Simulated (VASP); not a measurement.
A run of VASP 6.6.1 is set up as follows.

INCAR

```
  PREC = Accurate
  ENCUT = 520
  EDIFF = 1E-6
  ISMEAR = 0
  SIGMA = 0.15
  LREAL = False
  LASPH = True
  NELM = 60
  ALGO = Fast
  ISIF = 2
  LWAVE = False
  LCHARG = True
  GGA = PS
  LVHAR = True
  NBANDS = 66
  KPAR = 4
```

KPOINTS

```
regular mesh
0
Gamma
  12 12 4
```

The input POSCAR:

```
Ge
1.0
    4.2143831326      0.0000000000      0.0000000000
   -2.1071915663      3.2856534957      0.0000000000
    0.0000000000      0.0000000000     13.1450496090
Ge
8
Direct
    0.0000000000      0.0000000000      0.4068073295
    0.0000000000      0.0000000000      0.5931926705
    0.0000000000      0.0000000000      0.9068073295
    0.0000000000      0.0000000000      0.0931926705
    0.3333333333      0.6666666667      0.3441392333
    0.6666666667      0.3333333333      0.6558607667
    0.6666666667      0.3333333333      0.8441392333
    0.3333333333      0.6666666667      0.1558607667
```

Potentials or basis: VASP PAW PBE potentials, release 64 (Ge_d).

The run is started by

```sh
$ cat potpaw_PBE.64/Ge_d/POTCAR > POTCAR
$ mpirun -np 4 vasp_std > vasp.out
```

Question: What does it give for the pressure?

Answer: 0.7 GPa.

Question: What does it give for the band gap on the k mesh?

Answer: Zero (bands 56 and 57 overlap by 0.27 eV).

Forces in eV/Å, atoms in the order of the input:
```
Ge   0.000 -0.926  0.115
Ge   0.000  0.926 -0.115
Ge   0.000  0.926  0.115
Ge   0.000 -0.926 -0.115
Ge   0.000  0.942 -0.108
Ge   0.000 -0.942  0.108
Ge   0.000 -0.942 -0.108
Ge   0.000  0.942  0.108
```

Caveat: the cell differs from its parent crystal (strain +0.0525 x Voigt [1, -1, 0, 0, 0, 0]); the stress differs along the axes, from -6 to 8 GPa; semilocal functionals underestimate gaps, and a narrow one can read as zero; the PAW data sets were made with another functional, which shifts forces and pressure a little.
